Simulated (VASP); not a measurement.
Here is a VASP 6.6.1 calculation.

INCAR

```
SYSTEM = BeS
  PREC = Accurate
  ENCUT = 520
  EDIFF = 1E-6
  ISMEAR = -1
  SIGMA = 0.05
  LREAL = .False.
  LASPH = .True.
  NELM = 60
  ALGO = Normal
  ISIF = 2
  LWAVE = .False.
  LCHARG = .False.
  NBANDS = 11
```

The input KPOINTS:

```
regular mesh
0
Gamma
  9 9 9
  0 0 0
```

The input POSCAR:

```
BeS
1.0
    0.0000000000      2.4725610944      2.4725610944
    2.4725610944      0.0000000000      2.4725610944
    2.4725610944      2.4725610944      0.0000000000
S Be
1 1
Direct
    0.7500000000      0.7500000000      0.7500000000
    0.0000000000      0.0000000000      0.0000000000
```

Potentials or basis: VASP PAW LDA potentials, release 64 (S, Be).

Run with:

```bash
$ cat potpaw_LDA.64/S/POTCAR potpaw_LDA.64/Be/POTCAR > POTCAR
$ mpirun -np 1 vasp_std > vasp.out
```

**Question.** Estimate the pressure.

**Answer.** -7.8 GPa.

**Question.** Predict the band gap on the k mesh.

**Answer.** 3.11 eV (least direct gap 5.20 eV).

Caveat: the cell stands under tension; an odd mesh through Γ misses points on the zone boundary, where band edges can lie.
